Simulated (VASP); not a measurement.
The system is FePb2O4.

```
Fe Pb O
1.0
     5.30028    0.00000    0.00000
    -2.65014    4.59018    0.00000
     0.00000    0.00000    4.80885
Fe Pb O
1 2 4
Direct
  0.00000 0.00000 0.00000
  0.33333 0.66667 0.00000
  0.66667 0.33333 0.00000
  0.33333 0.66667 0.62829
  0.66667 0.33333 0.62829
  0.66667 0.33333 0.37171
  0.33333 0.66667 0.37171
```

| Property | Result |
| --- | --- |
| Program | VASP 6.6.1 |
| Task | relaxation of cell and atoms |
| Functional | PBE |
| Potentials or basis | VASP PAW PBE potentials, release 64 (Fe, Pb_d, O) |
| Cutoff | 600 eV |
| k mesh | 3 × 3 × 3 |
| Occupations | gaussian, width 0.15 eV |
| Spin | collinear spin, ferromagnetic start |
| Starting moments | [4.0, 0.0, 0.0, 0.0, 0.0, 0.0, 0.0] μB |

At the start: pressure 57.7 GPa; volume 16.71 Å³/atom.

Where does the relaxation end?

Over 20 steps the energy falls by 1542.9 meV/atom and the volume is 21.93 Å³/atom (+31.2 %); space group P6/mmm (No. 191, to 0.05 Å); moment 5.20 μB per cell.

Step by step:
| step | energy change (eV) | largest force (eV/Å) | pressure (GPa) | volume (Å³) |
| --- | --- | --- | --- | --- |
| 1 | 0.0000 | 1.5486 | 57.74 | 117.00 |
| 2 | 4.5757 | 9.2733 | -20.94 | 225.05 |
| 3 | -8.0255 | 4.7598 | -6.96 | 159.01 |
| 4 | -8.4660 | 4.2674 | -4.63 | 153.57 |
| 5 | -10.0838 | 3.2113 | 3.19 | 143.86 |
| 6 | -10.1349 | 3.5368 | 0.59 | 147.01 |
| 7 | -10.1346 | 3.4765 | 1.06 | 146.40 |
| 8 | -8.6482 | 14.7334 | 13.55 | 151.39 |
| 9 | -10.4805 | 2.1356 | 1.79 | 147.39 |
| 10 | -10.5891 | 1.0689 | 2.47 | 147.93 |
| 11 | -10.6239 | 0.3343 | 3.42 | 148.50 |
| 12 | -10.6247 | 0.1292 | 3.28 | 148.42 |
| 13 | -10.7849 | 0.0541 | -0.10 | 156.58 |
| 14 | -10.7865 | 0.0232 | -0.59 | 158.11 |
| 15 | -10.7868 | 0.0323 | -0.46 | 157.69 |
| 16 | -10.7927 | 0.1911 | -0.50 | 156.56 |
| 17 | -10.7943 | 0.3694 | -0.53 | 155.64 |
| 18 | -10.7964 | 0.3034 | -0.40 | 155.22 |
| 19 | -10.7999 | 0.1009 | 0.01 | 153.97 |
| 20 | -10.8002 | 0.0280 | 0.16 | 153.53 |

Final structure:
```
Fe Pb O
1.0
     5.32901    0.00000    0.00000
    -2.66451    4.61506    0.00000
     0.00000    0.00000    6.24280
Fe Pb O
1 2 4
Direct
  0.00000 0.00000 0.00000
  0.33333 0.66667 0.00000
  0.66667 0.33333 0.00000
  0.33333 0.66667 0.60393
  0.66667 0.33333 0.60393
  0.66667 0.33333 0.39607
  0.33333 0.66667 0.39607
```

Caveat: the k points lie up to 0.45 Å⁻¹ apart in the final cell; the standard files for N, O and F lose accuracy on very short bonds; the volume moved by over 15 % at a fixed basis, so the end points are rough; a cell with one magnetic atom can't hold antiferromagnetic order, which such compounds often take; the relaxation stopped at a loose force limit of 0.08 eV/Å, so its end isn't a converged minimum.
